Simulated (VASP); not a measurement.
Write the native input for VASP 6.6.1 that does the following.

- Task: single point
- Functional: PBE
- Potentials or basis: VASP PAW PBE potentials, release 64 (Yb, H, Rh_pv)
- Cutoff: 520 eV
- k mesh: 4 × 4 × 4
- Occupations: gaussian, width 0.1 eV
- Spin: collinear spin, ferromagnetic start
- Starting moments: [1.0, 0.0, 1.0, 1.0, 1.0] μB
- Dipole correction: no
- Further INCAR settings: ALGO = Normal; EDIFF = 1e-07; NBANDS = 47

The structure of YbHRh3 lies in POSCAR:

```
YbHRh3
1.0
    4.8685569766      0.0000000000      0.0000000000
    0.0000000000      4.8685569766      0.0000000000
    0.0000000000      0.0000000000      4.8685569766
Yb H Rh
1 1 3
Direct
    0.0000000000      0.0000000000      0.0000000000
    0.5000000000      0.5000000000      0.5000000000
    0.5000000000      0.0000000000      0.0000000000
    0.0000000000      0.5000000000      0.0000000000
    0.0000000000      0.0000000000      0.5000000000
```

The cell was generated, and may not be a known phase.

These files were run (other wordings do the same):

INCAR

```
ALGO = Normal
EDIFF = 1E-7
ENCUT = 520
GGA = PE
ISIF = 2
ISMEAR = 0
ISPIN = 2
LASPH = True
LCHARG = True
LELF = True
LMAXMIX = 6
LORBIT = 11
LREAL = False
LVHAR = True
LWAVE = False
MAGMOM = 1 0 1 1 1
NBANDS = 47
NELM = 150
PREC = Accurate
SIGMA = 0.1
```

KPOINTS

```
k-points
0
Gamma
  4 4 4
```

Potentials or basis: VASP PAW PBE potentials, release 64 (Yb, H, Rh_pv).

The run is started by

```bash
$ cat potpaw_PBE.64/Yb/POTCAR potpaw_PBE.64/H/POTCAR potpaw_PBE.64/Rh_pv/POTCAR > POTCAR
$ mpirun -np 1 vasp_std > vasp.out
```

It gave:

The pressure is 1.9 GPa, the net moment is 3.72 μB per cell and the site moments are Yb +0.49; H +0.21; Rh +0.92 μB. The valence electrons inside the program's atomic spheres are Yb 22.97; H 0.35; Rh 13.72.

It took 4 min on 1 thread of Intel(R) Xeon(R) Platinum 8488C (Sapphire Rapids), on a shared host, peak memory 0.3 GiB.
